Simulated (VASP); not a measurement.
# Co in VASP: single point with PBE

Aim: the single point of Co with PBE.

Program: VASP 6.6.1. These are calculated values, not measurements. Logs are shortened: lines on timing, memory, paths and dates and some standing lists are left out, and cuts for length are marked.

## Step 1: The cell of the first run

The cell holds a slab with vacuum, 1 atom: a = 2.493 Å, b = 2.493 Å, c = 16.000 Å, α = 90.00°, β = 90.00°, γ = 120.00°.

## Step 2: Single point, PBE, collinear spin, ferromagnetic start

POSCAR

```
Co
1.0
    2.4930398437      0.0000000000      0.0000000000
   -1.2465199218      2.1590358373      0.0000000000
    0.0000000000      0.0000000000     16.0000000000
Co
1
Direct
    0.0000000000      0.0000000000      0.5000000000
```

INCAR.step1

```
SYSTEM = Co
ALGO = Normal
DIPOL = 0.5 0.5 0.500
EDIFF = 1E-7
ENCUT = 520
GGA = PE
IDIPOL = 3
ISIF = 2
ISMEAR = -1
ISPIN = 2
LASPH = .TRUE.
LCHARG = .TRUE.
LDIPOL = .TRUE.
LMAXMIX = 4
LREAL = .FALSE.
LWAVE = .FALSE.
MAGMOM = 1.7
NBANDS = 14
NELM = 150
PREC = Accurate
SIGMA = 0.1
```

KPOINTS.step1

```
k-points
0
G
  15 15 1
  0 0 0
```

INCAR.step2

```
SYSTEM = Co
ALGO = Normal
DIPOL = 0.5 0.5 0.500
EDIFF = 1E-7
ENCUT = 520
GGA = PE
ICHARG = 11
IDIPOL = 3
ISIF = 2
ISMEAR = -5
ISPIN = 2
LASPH = .TRUE.
LCHARG = .FALSE.
LDIPOL = .TRUE.
LMAXMIX = 4
LORBIT = 11
LREAL = .FALSE.
LWAVE = .FALSE.
MAGMOM = 1.7
NBANDS = 14
NEDOS = 2001
NELM = 150
PREC = Accurate
SIGMA = 0.1
```

KPOINTS.step2

```
k-points
0
G
  23 23 1
  0 0 0
```

Potentials or basis: VASP PAW PBE potentials, release 64 (Co).

Launch:

```bash
$ cat potpaw_PBE.64/Co/POTCAR > POTCAR
$ cp INCAR.step1 INCAR
$ cp KPOINTS.step1 KPOINTS
$ mpirun -np 1 vasp_std > vasp.out
$ cp INCAR.step2 INCAR
$ cp KPOINTS.step2 KPOINTS
$ mpirun -np 1 vasp_std > vasp.out
```

OUTCAR:

```text
SYSTEM = Co
   EDIFF = 1E-7
   ENCUT = 520
   GGA = PE
   ICHARG = 11
   ISIF = 2
   ISMEAR = -5
   ISPIN = 2
   LASPH = .TRUE.
   LORBIT = 11
   LREAL = .FALSE.
   NELM = 150
   PREC = Accurate

 ion  position               nearest neighbor table
   1  0.000  0.000  0.500-

  LATTYP: Found a hexagonal cell.
 ALAT       =     2.4930398437
 C/A-ratio  =     6.4178677450

  Lattice vectors:

 A1 = (   2.4930398437,   0.0000000000,   0.0000000000)
 A2 = (  -1.2465199218,   2.1590358373,   0.0000000000)
 A3 = (   0.0000000000,   0.0000000000,  16.0000000000)

Analysis of symmetry for initial positions (statically):
=====================================================================
 Subroutine PRICEL returns:
 Original cell was already a primitive cell.

 Routine SETGRP: Setting up the symmetry group for a
 hexagonal supercell.

 Subroutine GETGRP returns: Found 24 space group operations
 (whereof 24 operations were pure point group operations)
 out of a pool of 24 trial point group operations.

The static configuration has the point symmetry D_6h.

Analysis of symmetry for dynamics (positions and initial velocities):
=====================================================================
 Subroutine PRICEL returns:
 Original cell was already a primitive cell.

 Routine SETGRP: Setting up the symmetry group for a
 hexagonal supercell.

 Subroutine GETGRP returns: Found 24 space group operations
 (whereof 24 operations were pure point group operations)
 out of a pool of 24 trial point group operations.

The dynamic configuration has the point symmetry D_6h.

Analysis of structural, dynamic, and magnetic symmetry:
=====================================================================
 Subroutine PRICEL returns:
 Original cell was already a primitive cell.

 Routine SETGRP: Setting up the symmetry group for a
 hexagonal supercell.

 Subroutine GETGRP returns: Found 24 space group operations
 (whereof 24 operations were pure point group operations)
 out of a pool of 24 trial point group operations.

The overall configuration has the point symmetry D_6h.

 Subroutine INISYM returns: Found 24 space group operations
 (whereof 24 operations are pure point group operations),
 and found     1 'primitive' translations

----------------------------------------------------------------------------------------

                                     Primitive cell

  volume of cell :      86.1210

  direct lattice vectors                    reciprocal lattice vectors
     2.493039844  0.000000000  0.000000000     0.401116734  0.231584854  0.000000000
    -1.246519922  2.159035837  0.000000000     0.000000000  0.463169709  0.000000000
     0.000000000  0.000000000 16.000000000     0.000000000  0.000000000  0.062500000

  length of vectors
     2.493039844  2.493039844 16.000000000     0.463169709  0.463169709  0.062500000

  position of ions in fractional coordinates (direct lattice)
     0.000000000  0.000000000  0.500000000

  ion indices of the primitive-cell ions
   primitive index   ion index
                 1           1

----------------------------------------------------------------------------------------

 KPOINTS: k-points

Automatic generation of k-mesh.
 Grid dimensions read from file:
 generate k-points for:   23   23    1

 Generating k-lattice:

  Cartesian coordinates                     Fractional coordinates (reciprocal lattice)
     0.017439858  0.010068907  0.000000000     0.043478261  0.000000000  0.000000000
     0.000000000  0.020137813  0.000000000     0.000000000  0.043478261  0.000000000
     0.000000000  0.000000000  0.062500000     0.000000000  0.000000000  1.000000000

  Length of vectors
     0.020137813  0.020137813  0.062500000

  Shift w.r.t. Gamma in fractional coordinates (k-lattice)
     0.000000000  0.000000000  0.000000000

 TETIRR: Found    276 inequivalent tetrahedra from     3174

 Subroutine IBZKPT returns following result:
 ===========================================

 Found     56 irreducible k-points:

 Following reciprocal coordinates:
            Coordinates               Weight
  0.000000  0.000000  0.000000      1.000000
  0.043478 -0.000000  0.000000      6.000000
  0.086957  0.000000  0.000000      6.000000
  0.130435  0.000000  0.000000      6.000000
  0.173913  0.000000  0.000000      6.000000
  0.217391  0.000000  0.000000      6.000000
[... 16 lines left out ...]
  0.478261  0.043478  0.000000      6.000000
  0.086957  0.086957  0.000000      6.000000
 [... further k-points ...]
   k-points           NKPTS =     56   k-points in BZ     NKDIM =     56   number of bands    NBANDS=     14
   number of dos      NEDOS =   2001   number of ions     NIONS =      1
   total plane-waves  NPLWV =  48000
   dimension x,y,z NGX =    20 NGY =   20 NGZ =  120
   dimension x,y,z NGXF=    40 NGYF=   40 NGZF=  240
   ions per type =               1
   NGX,Y,Z   is equivalent  to a cutoff of  13.34, 13.34, 12.47 a.u.
   NGXF,Y,Z  is equivalent  to a cutoff of  26.67, 26.67, 24.94 a.u.
 SYSTEM =  Co
   PREC   = accura    normal or accurate (medium, high low for compatibility)
   ISTART =      0    job   : 0-new  1-cont  2-samecut
   ICHARG =     11    charge: 1-file 2-atom 10-const
   ISPIN  =      2    spin polarized calculation?
   LNONCOLLINEAR =      F non collinear calculations
   LSORBIT =      F    spin-orbit coupling
   LASPH  =      T    aspherical Exc in radial PAW
   ENCUT  =  520.0 eV  38.22 Ry    6.18 a.u.   4.64  4.64 29.75*2*pi/ulx,y,z
   NELM   =    150;   NELMIN=  2; NELMDL=  0     # of ELM steps
   EDIFF  = 0.1E-06   stopping-criterion for ELM
   LREAL  =      F    real-space projection
   EDIFFG = 0.1E-05   stopping-criterion for IOM
   NSW    =      0    number of steps for IOM
   IBRION =     -1    ionic relax: 0-MD 1-quasi-New 2-CG
   NFREE  =      0    steps in history (QN), initial steepest desc. (CG)
   ISIF   =      2    stress and relaxation
   ISYM   =      2    0-nonsym 1-usesym 2-fastsym
   POTIM  = 0.5000    time-step for ionic-motion
   TEBEG  =    0.0;   TEEND  =   0.0 temperature during run
   PSTRESS=    0.0 pullay stress
   NELECT =       9.0000    total number of electrons
   NUPDOWN=      -1.0000    fix difference up-down
   EMIN   =  10.00;   EMAX   =-10.00  energy-range for DOS
   EFERMI =   0.00;   METHOD = LEGACY
   ISMEAR =    -5;   SIGMA  =   0.10  broadening in eV -4-tet -1-fermi 0-gaus
   EFERMI_NEDOS =   21; number of points for ismear=-14 and -15
   IALGO  =     38    algorithm
   IMIX   =      4    mixing-type and parameters
     AMIX     =   0.40;   BMIX     =  1.00
     AMIX_MAG =   1.60;   BMIX_MAG =  1.00
  volume/ion in A,a.u.               =      86.12       581.17
  Fermi-wavevector in a.u.,A,eV,Ry     =   0.771115  1.457197  8.090280  0.594619
  Thomas-Fermi vector in A             =   1.872464
   LORBIT       =     11    0 simple, 1 ext, 2 COOP (PROOUT), +10 PAW based schemes
   GGA     = PE    functional components
   LHFCALC =     F    Hartree Fock is set to
   AEXX    =    0.0000 exact exchange contribution
   IVDW    =     0    specifies the selected vdW correction
   LEPSILON=     F    determine dielectric tensor
   LRPA    =     F    only Hartree local field effects (RPA)
 spin polarized calculation
 Fermi weights with tetrahedron method with Bloechl corrections
  energy-cutoff  :      520.00
  volume of cell :       86.12
 maximum number of plane-waves:      2344
 NGX is ok and might be reduce to    20

 number of electron       8.9999998 magnetization       1.8332110

 dipolmoment           0.000000      0.000000     -0.000000 electrons x Angstroem

 Free energy of the ion-electron system (eV)
  ---------------------------------------------------
  ext. energy  EPLUGINS =         0.00000000
  ---------------------------------------------------
  free energy    TOTEN  =        -5.49640857 eV

  energy without entropy =       -5.49640857  energy(sigma->0) =       -5.49640857

 E-fermi :  -2.9271     XC(G=0):  -2.8911

 val. band max:       -2.9311635608   @ k =   0.0870   0.0000   0.0000
 cond. band min:      -2.9038293690   @ k =   0.1304   0.0870   0.0000
 fundamental gap:      0.0273341918
 Fermi energy:        -2.9270709166

 spin component 1

 k-point     1 :       0.0000    0.0000    0.0000
  band No.  band energies     occupation
      1      -8.6845      1.00000
      2      -5.5603      1.00000
      3      -5.2094      1.00000
      4      -5.2094      1.00000
      5      -4.3199      1.00000
      6      -4.3199      1.00000
      7      -2.4067      0.00000
      8       1.6236      0.00000
      9       2.4175      0.00000
     10       2.7627      0.00000
     11       4.8793      0.00000
     12       5.4586      0.00000
     13       8.7975      0.00000
     14       9.4281      0.00000
[... 377 lines left out ...]
      1      -7.9055      1.00000
      2      -5.4347      1.00000
      3      -5.3488      1.00000
      4      -4.9550      1.00000
      5      -4.8555      1.00000
      6      -4.3924      1.00000
      7      -1.2308      0.00000
      8       2.3275      0.00000
      9       3.1810      0.00000
     10       3.4708      0.00000
     11       5.6488      0.00000
     12       6.1445      0.00000
     13       9.5688      0.00000
     14      10.0943      0.00000

 [... further k-points ...]

 spin component 2

 k-point     1 :       0.0000    0.0000    0.0000
  band No.  band energies     occupation
      1      -8.4786      1.00000
      2      -3.9665      1.00000
      3      -3.5058      1.00000
      4      -3.5058      1.00000
      5      -2.4227      0.00000
      6      -2.1425      0.00000
      7      -2.1425      0.00000
      8       1.5483      0.00000
      9       2.2533      0.00000
     10       2.7588      0.00000
     11       4.7941      0.00000
     12       5.4338      0.00000
     13       8.7154      0.00000
     14       9.3856      0.00000
[... 377 lines left out ...]
      1      -7.6721      1.00000
      2      -3.7926      1.00000
      3      -3.7164      1.00000
      4      -3.3169      1.00000
      5      -3.1218      1.07566
      6      -2.2293      0.00000
      7      -0.7709      0.00000
      8       2.2442      0.00000
      9       3.0337      0.00000
     10       3.4581      0.00000
     11       5.5767      0.00000
     12       6.1059      0.00000
     13       9.4978      0.00000
     14      10.0415      0.00000

 [... further k-points ...]

------------------------ aborting loop because EDIFF is reached ----------------------------------------

 vacuum level on the upper side and lower side of the slab       (xc-potential included)        -0.003        -0.003

  FORCE on cell =-STRESS in cart. coord.  units (eV):
  Direction    XX          YY          ZZ          XY          YZ          ZX
  --------------------------------------------------------------------------------------
  -------------------------------------------------------------------------------------
  Total       -2.9924178     -2.9924178     -0.6999049     -0.0000000      0.0000000      0.0000000
  in kB      -55.6703258    -55.6703258    -13.0208862     -0.0000000      0.0000000      0.0000000
  external PRESSURE =     -41.4538459 kB  Pullay stress =       0.0000000 kB

 VOLUME and BASIS-vectors are now :
 -----------------------------------------------------------------------------
  energy-cutoff  :      520.00
  volume of cell :       86.12
      direct lattice vectors                 reciprocal lattice vectors
     2.493039844  0.000000000  0.000000000     0.401116734  0.231584854  0.000000000
    -1.246519922  2.159035837  0.000000000     0.000000000  0.463169709  0.000000000
     0.000000000  0.000000000 16.000000000     0.000000000  0.000000000  0.062500000

 POSITION                                       TOTAL-FORCE (eV/Angst)
 -----------------------------------------------------------------------------------
      0.00000      0.00000      8.00000        -0.000000      0.000000      0.000000
 -----------------------------------------------------------------------------------
    total drift:                                0.000000      0.000000      0.000000

  FREE ENERGIE OF THE ION-ELECTRON SYSTEM (eV)
  ---------------------------------------------------
  free  energy   TOTEN  =        -5.4964085675 eV

  energy  without entropy=       -5.4964085675  energy(sigma->0) =       -5.49640857

 vacuum level on the upper side and lower side of the slab         2.040         2.040

 total charge

# of ion       s       p       d       tot
------------------------------------------
    1        0.478   0.291   7.151   7.920

 magnetization (x)

# of ion       s       p       d       tot
------------------------------------------
    1        0.004  -0.035   1.969   1.939
```

Wall time 3.1 min (1 thread of Intel Xeon 6975P-C (Granite Rapids), shared host); peak memory 0.28 GiB.

Results:

```yaml
Net_moment: 1.83 μB per cell
Site_moments: Co +1.94 μB
Valence_electrons_inside_the_program's_atomic_spheres: Co 7.92
```
